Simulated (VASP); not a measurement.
# BaTiO3 (Pm-3m) in VASP: notebook

The runs below take BaTiO3 through single point, with r2SCAN, r2SCAN+rVV10, r2SCAN+D4.

All numbers are computed with VASP 6.6.1; they aren't measurements. Logs are shortened: lines on timing, memory, paths and dates and some standing lists are left out, and cuts for length are marked.

## (1) The cell of the first run

The structure is cubic, space group Pm-3m (No. 221). The conventional cell has a = 3.996 Å, b = 3.996 Å, c = 3.996 Å, α = 90.00°, β = 90.00°, γ = 90.00°. Within 3.7 Å of Ba (site symmetry m-3m) lie 12 O at 2.83 Å and 8 Ti at 3.46 Å. Within 2.6 Å of Ti (site symmetry m-3m) lie 6 O at 2.00 Å. Within 2.6 Å of O (site symmetry 4/mmm) lie 2 Ti at 2.00 Å.

## (2) Single point, r2SCAN

POSCAR

```
BaTiO3
1.0
    3.9959661877      0.0000000000      0.0000000000
    0.0000000000      3.9959661877      0.0000000000
    0.0000000000      0.0000000000      3.9959661877
Ba Ti O
1 1 3
Direct
    0.5000000000      0.5000000000      0.5000000000
    0.0000000000      0.0000000000      0.0000000000
    0.5000000000      0.0000000000      0.0000000000
    0.0000000000      0.5000000000      0.0000000000
    0.0000000000      0.0000000000      0.5000000000
```

INCAR.step1

```
SYSTEM = BaTiO3
PREC = Accurate
ENCUT = 1480
ISMEAR = 0
SIGMA = 0.01
LREAL = .False.
LASPH = .True.
NELM = 120
NBANDS = 28
GGA = PE
ALGO = Normal
EDIFF = 1E-5
LWAVE = .True.
LCHARG = .False.
GGA_COMPAT = .False.
```

INCAR.step2

```
SYSTEM = BaTiO3
PREC = Accurate
ENCUT = 1480
EDIFF = 1E-6
ISMEAR = 0
SIGMA = 0.01
LREAL = .False.
LASPH = .True.
NELM = 120
ALGO = Normal
ISIF = 2
LWAVE = .False.
LCHARG = .False.
METAGGA = R2SCAN
LMIXTAU = .True.
NBANDS = 28
ISTART = 1
GGA_COMPAT = .False.
```

KPOINTS

```
regular mesh
0
Gamma
  3 3 3
  0 0 0
```

Potentials or basis: VASP PAW PBE potentials, release 64 (Ba_sv, Ti_sv, O_h).

Started as:

```sh
> cat potpaw_PBE.64/Ba_sv/POTCAR potpaw_PBE.64/Ti_sv/POTCAR potpaw_PBE.64/O_h/POTCAR > POTCAR
> cp INCAR.step1 INCAR
> mpirun -np 1 vasp_std > vasp.out
> cp INCAR.step2 INCAR
> mpirun -np 1 vasp_std > vasp.out
```

OUTCAR:

```text
SYSTEM = BaTiO3
   PREC = Accurate
   ENCUT = 1480
   EDIFF = 1E-6
   ISMEAR = 0
   LREAL = .False.
   LASPH = .True.
   NELM = 120
   ISIF = 2
   METAGGA = R2SCAN
   ISTART = 1

 ion  position               nearest neighbor table
   1  0.500  0.500  0.500-   3 2.83   4 2.83   5 2.83   3 2.83   4 2.83   3 2.83   5 2.83   3 2.83
                             4 2.83   5 2.83   4 2.83   5 2.83   2 3.46   2 3.46   2 3.46   2 3.46
   2  0.000  0.000  0.000-   3 2.00   4 2.00   5 2.00   5 2.00   4 2.00   3 2.00   1 3.46   1 3.46
                             1 3.46   1 3.46   1 3.46   1 3.46   1 3.46   1 3.46
   3  0.500  0.000  0.000-   2 2.00   2 2.00   1 2.83   1 2.83   1 2.83   1 2.83
   4  0.000  0.500  0.000-   2 2.00   2 2.00   1 2.83   1 2.83   1 2.83   1 2.83
   5  0.000  0.000  0.500-   2 2.00   2 2.00   1 2.83   1 2.83   1 2.83   1 2.83

  LATTYP: Found a simple cubic cell.
 ALAT       =     3.9959661877

  Lattice vectors:

 A1 = (   3.9959661877,   0.0000000000,   0.0000000000)
 A2 = (   0.0000000000,   3.9959661877,   0.0000000000)
 A3 = (   0.0000000000,   0.0000000000,   3.9959661877)

Analysis of symmetry for initial positions (statically):
=====================================================================
 Subroutine PRICEL returns:
 Original cell was already a primitive cell.

 Routine SETGRP: Setting up the symmetry group for a
 simple cubic supercell.

 Subroutine GETGRP returns: Found 48 space group operations
 (whereof 48 operations were pure point group operations)
 out of a pool of 48 trial point group operations.

The static configuration has the point symmetry O_h .

Analysis of symmetry for dynamics (positions and initial velocities):
=====================================================================
 Subroutine PRICEL returns:
 Original cell was already a primitive cell.

 Routine SETGRP: Setting up the symmetry group for a
 simple cubic supercell.

 Subroutine GETGRP returns: Found 48 space group operations
 (whereof 48 operations were pure point group operations)
 out of a pool of 48 trial point group operations.

The dynamic configuration has the point symmetry O_h .

 Subroutine INISYM returns: Found 48 space group operations
 (whereof 48 operations are pure point group operations),
 and found     1 'primitive' translations

----------------------------------------------------------------------------------------

                                     Primitive cell

  volume of cell :      63.8066

  direct lattice vectors                    reciprocal lattice vectors
     3.995966188  0.000000000  0.000000000     0.250252368  0.000000000  0.000000000
     0.000000000  3.995966188  0.000000000     0.000000000  0.250252368  0.000000000
     0.000000000  0.000000000  3.995966188     0.000000000  0.000000000  0.250252368

  length of vectors
     3.995966188  3.995966188  3.995966188     0.250252368  0.250252368  0.250252368

  position of ions in fractional coordinates (direct lattice)
     0.500000000  0.500000000  0.500000000
     0.000000000  0.000000000  0.000000000
     0.500000000  0.000000000  0.000000000
     0.000000000  0.500000000  0.000000000
     0.000000000  0.000000000  0.500000000

  ion indices of the primitive-cell ions
   primitive index   ion index
                 1           1
                 2           2
                 3           3
                 4           4
                 5           5

----------------------------------------------------------------------------------------

 KPOINTS: regular mesh

Automatic generation of k-mesh.
 Grid dimensions read from file:
 generate k-points for:    3    3    3

 Generating k-lattice:

  Cartesian coordinates                     Fractional coordinates (reciprocal lattice)
     0.083417456  0.000000000  0.000000000     0.333333333  0.000000000  0.000000000
     0.000000000  0.083417456  0.000000000     0.000000000  0.333333333  0.000000000
     0.000000000  0.000000000  0.083417456     0.000000000  0.000000000  0.333333333

  Length of vectors
     0.083417456  0.083417456  0.083417456

  Shift w.r.t. Gamma in fractional coordinates (k-lattice)
     0.000000000  0.000000000  0.000000000

 Subroutine IBZKPT returns following result:
 ===========================================

 Found      4 irreducible k-points:

 Following reciprocal coordinates:
            Coordinates               Weight
  0.000000  0.000000  0.000000      1.000000
  0.333333  0.000000  0.000000      6.000000
  0.333333  0.333333  0.000000     12.000000
  0.333333  0.333333  0.333333      8.000000
   k-points           NKPTS =      4   k-points in BZ     NKDIM =      4   number of bands    NBANDS=     28
   number of dos      NEDOS =    301   number of ions     NIONS =      5
   total plane-waves  NPLWV = 125000
   dimension x,y,z NGX =    50 NGY =   50 NGZ =   50
   dimension x,y,z NGXF=   100 NGYF=  100 NGZF=  100
   ions per type =               1   1   3
   NGX,Y,Z   is equivalent  to a cutoff of  20.80, 20.80, 20.80 a.u.
   NGXF,Y,Z  is equivalent  to a cutoff of  41.60, 41.60, 41.60 a.u.
 SYSTEM =  BaTiO3
   PREC   = accura    normal or accurate (medium, high low for compatibility)
   ISTART =      1    job   : 0-new  1-cont  2-samecut
   ICHARG =      0    charge: 1-file 2-atom 10-const
   ISPIN  =      1    spin polarized calculation?
   LNONCOLLINEAR =      F non collinear calculations
   LSORBIT =      F    spin-orbit coupling
   LASPH  =      T    aspherical Exc in radial PAW
   ENCUT  = 1480.0 eV 108.78 Ry   10.43 a.u.  12.53 12.53 12.53*2*pi/ulx,y,z
   NELM   =    120;   NELMIN=  2; NELMDL=  0     # of ELM steps
   EDIFF  = 0.1E-05   stopping-criterion for ELM
   LREAL  =      F    real-space projection
   EDIFFG = 0.1E-04   stopping-criterion for IOM
   NSW    =      0    number of steps for IOM
   IBRION =     -1    ionic relax: 0-MD 1-quasi-New 2-CG
   NFREE  =      0    steps in history (QN), initial steepest desc. (CG)
   ISIF   =      2    stress and relaxation
   ISYM   =      2    0-nonsym 1-usesym 2-fastsym
   POTIM  = 0.5000    time-step for ionic-motion
   TEBEG  =    0.0;   TEEND  =   0.0 temperature during run
   PSTRESS=    0.0 pullay stress
   NELECT =      40.0000    total number of electrons
   NUPDOWN=      -1.0000    fix difference up-down
   EMIN   =  10.00;   EMAX   =-10.00  energy-range for DOS
   EFERMI =   0.00;   METHOD = LEGACY
   ISMEAR =     0;   SIGMA  =   0.01  broadening in eV -4-tet -1-fermi 0-gaus
   EFERMI_NEDOS =   21; number of points for ismear=-14 and -15
   IALGO  =     38    algorithm
   IMIX   =      4    mixing-type and parameters
     AMIX     =   0.40;   BMIX     =  1.00
     AMIX_MAG =   1.60;   BMIX_MAG =  1.00
  volume/ion in A,a.u.               =      12.76        86.12
  Fermi-wavevector in a.u.,A,eV,Ry     =   1.401113  2.647719 26.709820  1.963116
  Thomas-Fermi vector in A             =   2.524006
   LORBIT       =      0    0 simple, 1 ext, 2 COOP (PROOUT), +10 PAW based schemes
   METAGGA = R2SCAN    functional components
   LHFCALC =     F    Hartree Fock is set to
   AEXX    =    0.0000 exact exchange contribution
   IVDW    =     0    specifies the selected vdW correction
   LEPSILON=     F    determine dielectric tensor
   LRPA    =     F    only Hartree local field effects (RPA)
 non-spin polarized calculation
 Gauss-broadening in eV      SIGMA  =   0.01
  energy-cutoff  :     1480.00
  volume of cell :       63.81
 maximum number of plane-waves:      8289
 NGX is ok and might be reduce to    50
   NGX = 25   NGY = 25   NGZ = 25

 number of electron      40.0000000 magnetization

 Free energy of the ion-electron system (eV)
  ---------------------------------------------------
  ext. energy  EPLUGINS =         0.00000000
  ---------------------------------------------------
  free energy    TOTEN  =       -74.18203845 eV

  energy without entropy =      -74.18203845  energy(sigma->0) =      -74.18203845

 E-fermi :   3.9647     XC(G=0): -11.9506

 val. band max:        3.7938163315   @ k =   0.0000   0.0000   0.0000
 cond. band min:       6.0188557120   @ k =   0.0000   0.0000   0.0000
 fundamental gap:      2.2250393805
 Fermi energy:         3.9647076610

 k-point     1 :       0.0000    0.0000    0.0000
  band No.  band energies     occupation
      1     -55.0158      2.00000
      2     -30.1714      2.00000
      3     -30.1714      2.00000
      4     -30.1714      2.00000
      5     -21.5245      2.00000
      6     -13.9263      2.00000
[... 20 lines left out ...]
     27       9.5481      0.00000
     28      12.3066      0.00000

 k-point     2 :       0.3333    0.0000    0.0000
  band No.  band energies     occupation
      1     -55.0150      2.00000
      2     -30.2151      2.00000
      3     -30.1699      2.00000
      4     -30.1699      2.00000
      5     -21.4256      2.00000
      6     -14.0782      2.00000
[... 20 lines left out ...]
     27      11.4029      0.00000
     28      12.9247      0.00000

 k-point     3 :       0.3333    0.3333    0.0000
  band No.  band energies     occupation
      1     -55.0141      2.00000
      2     -30.2131      2.00000
      3     -30.2125      2.00000
      4     -30.1684      2.00000
      5     -21.3538      2.00000
      6     -13.8165      2.00000
[... 20 lines left out ...]
     27      13.1631      0.00000
     28      13.2553      0.00000

 k-point     4 :       0.3333    0.3333    0.3333
  band No.  band energies     occupation
      1     -55.0133      2.00000
      2     -30.2113      2.00000
      3     -30.2107      2.00000
      4     -30.2107      2.00000
      5     -21.2948      2.00000
      6     -13.4558      2.00000
[... 20 lines left out ...]
     27      12.4566      0.00000
     28      12.4974      0.00000

------------------------ aborting loop because EDIFF is reached ----------------------------------------

  FORCE on cell =-STRESS in cart. coord.  units (eV):
  Direction    XX          YY          ZZ          XY          YZ          ZX
  --------------------------------------------------------------------------------------
  -------------------------------------------------------------------------------------
  Total        0.7650772      0.7650772      0.7650772     -0.0000000     -0.0000000     -0.0000000
  in kB       19.2110191     19.2110191     19.2110191     -0.0000000     -0.0000000     -0.0000000
  external PRESSURE =      19.2110191 kB  Pullay stress =       0.0000000 kB

 VOLUME and BASIS-vectors are now :
 -----------------------------------------------------------------------------
  energy-cutoff  :     1480.00
  volume of cell :       63.81
      direct lattice vectors                 reciprocal lattice vectors
     3.995966188  0.000000000  0.000000000     0.250252368  0.000000000  0.000000000
     0.000000000  3.995966188  0.000000000     0.000000000  0.250252368  0.000000000
     0.000000000  0.000000000  3.995966188     0.000000000  0.000000000  0.250252368

 POSITION                                       TOTAL-FORCE (eV/Angst)
 -----------------------------------------------------------------------------------
      1.99798      1.99798      1.99798         0.000000      0.000000      0.000000
      0.00000      0.00000      0.00000         0.000000      0.000000      0.000000
      1.99798      0.00000      0.00000         0.000000      0.000000      0.000000
      0.00000      1.99798      0.00000         0.000000      0.000000      0.000000
      0.00000      0.00000      1.99798         0.000000      0.000000      0.000000
 -----------------------------------------------------------------------------------
    total drift:                                0.000000      0.000000     -0.000000

  FREE ENERGIE OF THE ION-ELECTRON SYSTEM (eV)
  ---------------------------------------------------
  free  energy   TOTEN  =       -74.1820384513 eV

  energy  without entropy=      -74.1820384513  energy(sigma->0) =      -74.18203845
```

It took 96 s on 1 thread of Intel Xeon Platinum 8488C (Sapphire Rapids), shared host; peak memory 0.42 GiB.

What came out:

```
Free energy            : -74.1820 eV
Pressure               : 1.9 GPa
Band gap on the k mesh : 2.23 eV
```

Levels at points of the mesh, in eV from the valence-band top:
```
           k point  band 18  band 19  band 20  band 21  band 22  band 23
(0.00, 0.00, 0.00)     0.00     0.00     0.00     2.23     2.23     2.23
```

Caveat: the k points lie up to 0.52 Å⁻¹ apart; the PAW data sets were made with another functional, which shifts forces and pressure a little; spin-orbit coupling is left out, which moves the levels of the heavy elements; an odd mesh through Γ misses points on the zone boundary, where band edges can lie.

(Part 1 of 2 ends here.)
